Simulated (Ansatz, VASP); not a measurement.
## HfO2 in VASP and in Ansatz

```
CELL_PARAMETERS angstrom
-3.60430 0.00000 0.00000
0.00000 -3.60430 0.00000
0.00000 0.00000 15.02793
ATOMIC_POSITIONS crystal
Hf 0.50000 0.50000 0.14130
Hf 0.50000 0.50000 0.49158
Hf 0.00000 0.00000 0.31644
Hf 0.00000 0.00000 0.66672
O 0.00000 0.50000 0.20899
O 0.00000 0.50000 0.55927
O 0.50000 0.00000 0.24875
O 0.50000 0.00000 0.59903
O 0.50000 0.00000 0.07361
O 0.50000 0.00000 0.42389
O 0.00000 0.50000 0.03386
O 0.00000 0.50000 0.38413
```

Alike in both runs: task single point; functional PBE; k mesh 6 × 6 × 2; occupations gaussian, width 0.05 eV; no spin polarisation.

|  | VASP | Ansatz |
| --- | --- | --- |
| version | VASP 6.6.1 | Ansatz 0.2.0 |
| potentials or method | VASP PAW PBE potentials, release 64 (Hf_pv, O), cutoff 520 eV | scalar-relativistic, plane waves, PAW |
| valence electrons in the cell | 88 | 152 |

Ansatz gave:

```
gap on the k mesh at the Fermi level (eV)                     : none
pressure (GPa)                                                : -3.7
traceless stress, the component that is largest in VASP (GPa) : 0.55
rms of the force components (eV/Å)                            : 0.874
```

**Question.** What did VASP give for the same quantities?

**Answer.** gap on the k mesh at the Fermi level (eV): none; pressure (GPa): -5.6; traceless stress, the component that is largest in VASP (GPa): 0.60; rms of the force components (eV/Å): 0.883.

Atom by atom the forces differ by 0.052 eV/Å (rms over components). A gap of «none» marks a metal or a gap that the smearing closes. VASP's potentials hold 88 valence electrons a cell and Ansatz's 152, so a difference there can come from the potentials and not from the codes.

Neither program's run includes spin-orbit coupling.
